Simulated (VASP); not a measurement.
# Au in VASP: a series of runs

Au is run at these levels: PBE; tasks: single point.

All numbers are computed with VASP 6.6.1; they aren't measurements. Logs are shortened: lines on timing, memory, paths and dates and some standing lists are left out, and cuts for length are marked.

## (1) The cell of the first run

It takes space group Im-3m (No. 229, cubic). The conventional cell has a = 3.301 Å, b = 3.301 Å, c = 3.301 Å, α = 90.00°, β = 90.00°, γ = 90.00°. Au (site symmetry m-3m) has 14 Au at 2.86 to 3.30 Å within 3.8 Å.

## (2) Single point, PBE

INCAR

```
PREC = Accurate
ENCUT = 520
EDIFF = 1E-6
ISMEAR = 0
SIGMA = 0.1
LREAL = F
LASPH = T
NELM = 60
ALGO = Normal
ISIF = 2
LWAVE = F
LCHARG = F
GGA = PE
NBANDS = 18
```

KPOINTS

```
Automatic mesh
0
Gamma
  12 12 12
```

POSCAR

```
Au
1.0
    3.3013090383      0.0000000000      0.0000000000
    0.0000000000      3.3013090383      0.0000000000
    0.0000000000      0.0000000000      3.3013090383
Au
2
Direct
    0.0000000000      0.0000000000      0.0000000000
    0.5000000000      0.5000000000      0.5000000000
```

Potentials or basis: VASP PAW PBE potentials, release 64 (Au).

The run is started by

```console
$ cat potpaw_PBE.64/Au/POTCAR > POTCAR
$ mpirun -np 1 vasp_std > vasp.out
```

OUTCAR:

```text
PREC = Accurate
   ENCUT = 520
   EDIFF = 1E-6
   ISMEAR = 0
   LREAL = F
   LASPH = T
   NELM = 60
   ISIF = 2
   GGA = PE

 ion  position               nearest neighbor table
   1  0.000  0.000  0.000-   2 2.86   2 2.86   2 2.86   2 2.86   2 2.86   2 2.86   2 2.86   2 2.86

   2  0.500  0.500  0.500-   1 2.86   1 2.86   1 2.86   1 2.86   1 2.86   1 2.86   1 2.86   1 2.86

  LATTYP: Found a simple cubic cell.
 ALAT       =     3.3013090383

  Lattice vectors:

 A1 = (   3.3013090383,   0.0000000000,   0.0000000000)
 A2 = (   0.0000000000,   3.3013090383,   0.0000000000)
 A3 = (   0.0000000000,   0.0000000000,   3.3013090383)

Analysis of symmetry for initial positions (statically):
=====================================================================
 Subroutine PRICEL returns following result:

  LATTYP: Found a body centered cubic cell.
 ALAT       =     3.3013090383

  Lattice vectors:

 A1 = (   1.6506545192,   1.6506545192,  -1.6506545192)
 A2 = (  -1.6506545192,   1.6506545192,   1.6506545192)
 A3 = (   1.6506545192,  -1.6506545192,   1.6506545192)

   2 primitive cells build up your supercell.

 Routine SETGRP: Setting up the symmetry group for a
 simple cubic supercell.

 Subroutine GETGRP returns: Found 48 space group operations
 (whereof 48 operations were pure point group operations)
 out of a pool of 48 trial point group operations.

The static configuration has the point symmetry O_h .

Analysis of symmetry for dynamics (positions and initial velocities):
=====================================================================
 Subroutine PRICEL returns following result:

  LATTYP: Found a body centered cubic cell.
 ALAT       =     3.3013090383

  Lattice vectors:

 A1 = (   1.6506545192,   1.6506545192,  -1.6506545192)
 A2 = (  -1.6506545192,   1.6506545192,   1.6506545192)
 A3 = (   1.6506545192,  -1.6506545192,   1.6506545192)

   2 primitive cells build up your supercell.

 Routine SETGRP: Setting up the symmetry group for a
 simple cubic supercell.

 Subroutine GETGRP returns: Found 48 space group operations
 (whereof 48 operations were pure point group operations)
 out of a pool of 48 trial point group operations.

The dynamic configuration has the point symmetry O_h .

 Subroutine INISYM returns: Found 48 space group operations
 (whereof 48 operations are pure point group operations),
 and found     2 'primitive' translations

----------------------------------------------------------------------------------------

                                     Primitive cell

  volume of cell :      17.9899

  direct lattice vectors                    reciprocal lattice vectors
     1.650654519  1.650654519 -1.650654519     0.302910145  0.302910145  0.000000000
    -1.650654519  1.650654519  1.650654519     0.000000000  0.302910145  0.302910145
     1.650654519 -1.650654519  1.650654519     0.302910145  0.000000000  0.302910145

  length of vectors
     2.859017493  2.859017493  2.859017493     0.428379635  0.428379635  0.428379635

  position of ions in fractional coordinates (direct lattice)
     0.000000000  0.000000000  0.000000000

  ion indices of the primitive-cell ions
   primitive index   ion index
                 1           1

----------------------------------------------------------------------------------------

 KPOINTS: Automatic mesh

Automatic generation of k-mesh.
 Grid dimensions read from file:
 generate k-points for:   12   12   12

 Generating k-lattice:

  Cartesian coordinates                     Fractional coordinates (reciprocal lattice)
     0.025242512  0.000000000  0.000000000     0.083333333  0.000000000  0.000000000
     0.000000000  0.025242512  0.000000000     0.000000000  0.083333333  0.000000000
     0.000000000  0.000000000  0.025242512     0.000000000  0.000000000  0.083333333

  Length of vectors
     0.025242512  0.025242512  0.025242512

  Shift w.r.t. Gamma in fractional coordinates (k-lattice)
     0.000000000  0.000000000  0.000000000

 Subroutine IBZKPT returns following result:
 ===========================================

 Found     84 irreducible k-points:

 Following reciprocal coordinates:
            Coordinates               Weight
  0.000000  0.000000  0.000000      1.000000
  0.083333  0.000000  0.000000      6.000000
  0.166667  0.000000  0.000000      6.000000
  0.250000  0.000000  0.000000      6.000000
  0.333333  0.000000  0.000000      6.000000
  0.416667  0.000000  0.000000      6.000000
[... 16 lines left out ...]
  0.333333  0.333333  0.000000     12.000000
  0.416667  0.333333  0.000000     24.000000
 [... further k-points ...]
   k-points           NKPTS =     84   k-points in BZ     NKDIM =     84   number of bands    NBANDS=     18
   number of dos      NEDOS =    301   number of ions     NIONS =      2
   total plane-waves  NPLWV =  21952
   dimension x,y,z NGX =    28 NGY =   28 NGZ =   28
   dimension x,y,z NGXF=    56 NGYF=   56 NGZF=   56
   ions per type =               2
   NGX,Y,Z   is equivalent  to a cutoff of  14.10, 14.10, 14.10 a.u.
   NGXF,Y,Z  is equivalent  to a cutoff of  28.20, 28.20, 28.20 a.u.
 SYSTEM =  unknown system
   PREC   = accura    normal or accurate (medium, high low for compatibility)
   ISTART =      0    job   : 0-new  1-cont  2-samecut
   ICHARG =      2    charge: 1-file 2-atom 10-const
   ISPIN  =      1    spin polarized calculation?
   LNONCOLLINEAR =      F non collinear calculations
   LSORBIT =      F    spin-orbit coupling
   LASPH  =      T    aspherical Exc in radial PAW
   ENCUT  =  520.0 eV  38.22 Ry    6.18 a.u.   6.14  6.14  6.14*2*pi/ulx,y,z
   NELM   =     60;   NELMIN=  2; NELMDL= -5     # of ELM steps
   EDIFF  = 0.1E-05   stopping-criterion for ELM
   LREAL  =      F    real-space projection
   EDIFFG = 0.1E-04   stopping-criterion for IOM
   NSW    =      0    number of steps for IOM
   IBRION =     -1    ionic relax: 0-MD 1-quasi-New 2-CG
   NFREE  =      0    steps in history (QN), initial steepest desc. (CG)
   ISIF   =      2    stress and relaxation
   ISYM   =      2    0-nonsym 1-usesym 2-fastsym
   POTIM  = 0.5000    time-step for ionic-motion
   TEBEG  =    0.0;   TEEND  =   0.0 temperature during run
   PSTRESS=    0.0 pullay stress
   NELECT =      22.0000    total number of electrons
   NUPDOWN=      -1.0000    fix difference up-down
   EMIN   =  10.00;   EMAX   =-10.00  energy-range for DOS
   EFERMI =   0.00;   METHOD = LEGACY
   ISMEAR =     0;   SIGMA  =   0.10  broadening in eV -4-tet -1-fermi 0-gaus
   EFERMI_NEDOS =   21; number of points for ismear=-14 and -15
   IALGO  =     38    algorithm
   IMIX   =      4    mixing-type and parameters
     AMIX     =   0.40;   BMIX     =  1.00
     AMIX_MAG =   1.60;   BMIX_MAG =  1.00
  volume/ion in A,a.u.               =      17.99       121.40
  Fermi-wavevector in a.u.,A,eV,Ry     =   1.389514  2.625800 26.269431  1.930749
  Thomas-Fermi vector in A             =   2.513537
   LORBIT       =      0    0 simple, 1 ext, 2 COOP (PROOUT), +10 PAW based schemes
   GGA     = PE    functional components
   LHFCALC =     F    Hartree Fock is set to
   AEXX    =    0.0000 exact exchange contribution
   IVDW    =     0    specifies the selected vdW correction
   LEPSILON=     F    determine dielectric tensor
   LRPA    =     F    only Hartree local field effects (RPA)
 non-spin polarized calculation
 Gauss-broadening in eV      SIGMA  =   0.10
  energy-cutoff  :      520.00
  volume of cell :       35.98
 maximum number of plane-waves:       992
 NGX is ok and might be reduce to    28
   NGX = 13   NGY = 13   NGZ = 13

 number of electron      22.0000000 magnetization

 Free energy of the ion-electron system (eV)
  ---------------------------------------------------
  ext. energy  EPLUGINS =         0.00000000
  ---------------------------------------------------
  free energy    TOTEN  =        -6.40513724 eV

  energy without entropy =       -6.40243929  energy(sigma->0) =       -6.40378827

 E-fermi :   8.6766     XC(G=0): -12.3966

 val. band max:        8.6465501000   @ k =   0.5000   0.4167   0.0833
 cond. band min:       8.7380131940   @ k =   0.3333   0.0000   0.0000
 fundamental gap:      0.0914630941
 Fermi energy:         8.6765775245

 k-point     1 :       0.0000    0.0000    0.0000
  band No.  band energies     occupation
      1      -0.6884      2.00000
      2       2.2403      2.00000
      3       2.2403      2.00000
      4       4.0168      2.00000
      5       4.0168      2.00000
      6       4.0168      2.00000
[... 10 lines left out ...]
     17      24.0430      0.00000
     18      25.1049      0.00000

 k-point     2 :       0.0833    0.0000    0.0000
  band No.  band energies     occupation
      1      -0.5658      2.00000
      2       2.2918      2.00000
      3       2.3118      2.00000
      4       4.0215      2.00000
      5       4.0215      2.00000
      6       4.0583      2.00000
[... 10 lines left out ...]
     17      24.2738      0.00000
     18      24.9817      0.00000

 k-point     3 :       0.1667    0.0000    0.0000
  band No.  band energies     occupation
      1      -0.2046      2.00000
      2       2.4442      2.00000
      3       2.5089      2.00000
      4       4.0415      2.00000
      5       4.0415      2.00000
      6       4.1816      2.00000
[... 10 lines left out ...]
     17      24.6882      0.00000
     18      25.1542      0.00000

 k-point     4 :       0.2500    0.0000    0.0000
  band No.  band energies     occupation
      1       0.3731      2.00000
      2       2.6912      2.00000
      3       2.7756      2.00000
      4       4.0916      2.00000
      5       4.0916      2.00000
      6       4.3809      2.00000
[... 375 lines left out ...]
      4       3.5475      2.00000
      5       4.4461      2.00000
      6       4.4461      2.00000
[... 10 lines left out ...]
     17      22.0862      0.00000
     18      22.0862      0.00000

 k-point    23 :       0.3333    0.3333    0.0000
  band No.  band energies     occupation
      1       1.7413      2.00000
      2       2.4601      2.00000
      3       3.2513      2.00000
      4       3.7292      2.00000
      5       4.3110      2.00000
      6       4.9982      2.00000
[... 10 lines left out ...]
     17      22.1407      0.00000
     18      24.3386      0.00000

 k-point    24 :       0.4167    0.3333    0.0000
  band No.  band energies     occupation
      1       1.8815      2.00000
      2       2.2309      2.00000
      3       3.1990      2.00000
      4       3.4389      2.00000
      5       4.7540      2.00000
      6       5.2558      2.00000
[... 10 lines left out ...]
     17      21.6696      0.00000
     18      23.2543      0.00000

 [... further k-points ...]
[... 5 lines left out ...]
  --------------------------------------------------------------------------------------
  -------------------------------------------------------------------------------------
  Total       -0.0081357     -0.0081357     -0.0081357      0.0000000      0.0000000     -0.0000000
  in kB       -0.3622805     -0.3622805     -0.3622805      0.0000000      0.0000000     -0.0000000
  external PRESSURE =      -0.3622805 kB  Pullay stress =       0.0000000 kB

 VOLUME and BASIS-vectors are now :
 -----------------------------------------------------------------------------
  energy-cutoff  :      520.00
  volume of cell :       35.98
      direct lattice vectors                 reciprocal lattice vectors
     3.301309038  0.000000000  0.000000000     0.302910145  0.000000000  0.000000000
     0.000000000  3.301309038  0.000000000     0.000000000  0.302910145  0.000000000
     0.000000000  0.000000000  3.301309038     0.000000000  0.000000000  0.302910145

 POSITION                                       TOTAL-FORCE (eV/Angst)
 -----------------------------------------------------------------------------------
      0.00000      0.00000      0.00000        -0.000000      0.000000     -0.000000
      1.65065      1.65065      1.65065         0.000000     -0.000000      0.000000
 -----------------------------------------------------------------------------------
    total drift:                                0.000000      0.000000      0.000000

  FREE ENERGIE OF THE ION-ELECTRON SYSTEM (eV)
  ---------------------------------------------------
  free  energy   TOTEN  =        -6.4051372430 eV

  energy  without entropy=       -6.4024392872  energy(sigma->0) =       -6.40378827
```

Run time: 17 s. Hardware: 1 thread of AMD EPYC 9R45 (Zen 5), shared host; peak memory 0.15 GiB.

Results:

```
Free energy            : -6.4051 eV
Pressure               : 0.0 GPa
Band gap on the k mesh : zero (band 11 reaches 11.44 eV, above the bottom of band 12 at 6.71 eV)
```

Caveat: spin-orbit coupling is left out, which moves the levels of the heavy elements.

## (3) Single point, PBE (uniaxial strain along c: -4.0 %)

INCAR

```
SYSTEM = Au
PREC = Accurate
ENCUT = 520
EDIFF = 1E-6
ISMEAR = 0
SIGMA = 0.1
LREAL = .False.
LASPH = .True.
NELM = 100
ALGO = Normal
ISIF = 2
LWAVE = .False.
LCHARG = .False.
GGA = PE
NBANDS = 18
```

KPOINTS

```
Automatic mesh
0
Gamma
  12 12 12
  0 0 0
```

POSCAR

```
Au
1.0
    3.3343221287      0.0000000000      0.0000000000
    0.0000000000      3.3343221287      0.0000000000
    0.0000000000      0.0000000000      3.1692566768
Au
2
Direct
    0.0000000000      0.0000000000      0.0000000000
    0.5000000000      0.5000000000      0.5000000000
```

Potentials or basis: VASP PAW PBE potentials, release 64 (Au).

The run is started by

```console
$ cat potpaw_PBE.64/Au/POTCAR > POTCAR
$ mpirun -np 1 vasp_std > vasp.out
```

Run time: 32 s. Hardware: 1 thread of AMD EPYC 9R45 (Zen 5), shared host; peak memory 0.19 GiB.

The run converged. Its results:

* Free energy: -6.3961 eV
* Pressure: 3.1 GPa
* Band gap on the k mesh: zero (band 11 reaches 11.95 eV, above the bottom of band 12 at 6.82 eV)

Stress tensor (GPa, compression positive):
```
3.07 0.00 0.00
0.00 3.07 0.00
0.00 0.00 3.17
```

Levels at points of the mesh, in eV from the Fermi level:
```
           k point  band 9  band 10  band 11  band 12  band 13  band 14
(0.00, 0.00, 0.00)   -1.86    -1.86    -1.76     5.74     5.74     7.21
(0.50, 0.00, 0.00)   -3.36    -3.36    -2.18    -2.18    12.52    12.52
(0.50, 0.50, 0.00)   -1.52    -1.52    -0.74    -0.74     3.05     3.05
(0.00, 0.00, 0.50)   -3.49    -3.49    -1.57    -1.57    11.97    11.97
(0.50, 0.00, 0.50)   -1.46    -1.46    -0.45    -0.45     3.47     3.47
(0.50, 0.50, 0.50)   -2.60    -2.60     2.78     2.78     6.71     6.71
```

Caveat: the cell differs from its parent crystal (uniaxial strain along c: -4.0 %); spin-orbit coupling is left out, which moves the levels of the heavy elements.

## (4) Single point, PBE (uniaxial strain along c: -2.0 %)

INCAR

```
SYSTEM = Au
PREC = Accurate
ENCUT = 520
EDIFF = 1E-6
ISMEAR = 0
SIGMA = 0.1
LREAL = .FALSE.
LASPH = .TRUE.
NELM = 100
ALGO = Normal
ISIF = 2
LWAVE = .FALSE.
LCHARG = .FALSE.
GGA = PE
NBANDS = 18
```

KPOINTS

```
Automatic mesh
0
G
  12 12 12
  0 0 0
```

POSCAR

```
Au
1.0
    3.3178155835      0.0000000000      0.0000000000
    0.0000000000      3.3178155835      0.0000000000
    0.0000000000      0.0000000000      3.2352828575
Au
2
Direct
    0.0000000000      0.0000000000      0.0000000000
    0.5000000000      0.5000000000      0.5000000000
```

The run is started by

```console
$ cat potpaw_PBE.64/Au/POTCAR > POTCAR
$ mpirun -np 1 vasp_std > vasp.out
```

Run time: 32 s. Hardware: 1 thread of AMD EPYC 9R45 (Zen 5), shared host; peak memory 0.19 GiB.

Results (log left out):

```yaml
Free_energy: -6.4029 eV
Pressure: 1.4 GPa
Band_gap_on_the_k_mesh: zero (band 11 reaches 11.68 eV, above the bottom of band 12 at 6.76 eV)
```

Stress tensor (GPa, compression positive):
```
1.37 0.00 0.00
0.00 1.37 0.00
0.00 0.00 1.59
```

Levels at points of the mesh, in eV from the Fermi level:
```tsv
k point	band 7	band 8	band 9	band 10	band 11	band 12	band 13	band 14	band 15	band 16
(0.00, 0.00, 0.00)	-3.01	-2.83	-1.85	-1.85	-1.80	5.96	5.96	6.68	9.12	15.22
(0.50, 0.00, 0.00)	-4.02	-4.02	-3.36	-3.36	-2.08	-2.08	12.42	12.42	13.08	13.08
(0.50, 0.50, 0.00)	-2.78	-2.78	-1.50	-1.50	-0.61	-0.61	3.11	3.11	12.53	12.53
(0.00, 0.00, 0.50)	-4.16	-4.16	-3.42	-3.42	-1.78	-1.78	12.11	12.11	13.35	13.35
(0.50, 0.00, 0.50)	-2.67	-2.67	-1.47	-1.47	-0.47	-0.47	3.32	3.32	12.17	12.17
(0.50, 0.50, 0.50)	-2.74	-2.74	-2.64	-2.64	2.70	2.70	6.81	6.81	7.04	7.04
```

Caveat: the cell differs from its parent crystal (uniaxial strain along c: -2.0 %); spin-orbit coupling is left out, which moves the levels of the heavy elements.

(Continued in part 2 of 2.)
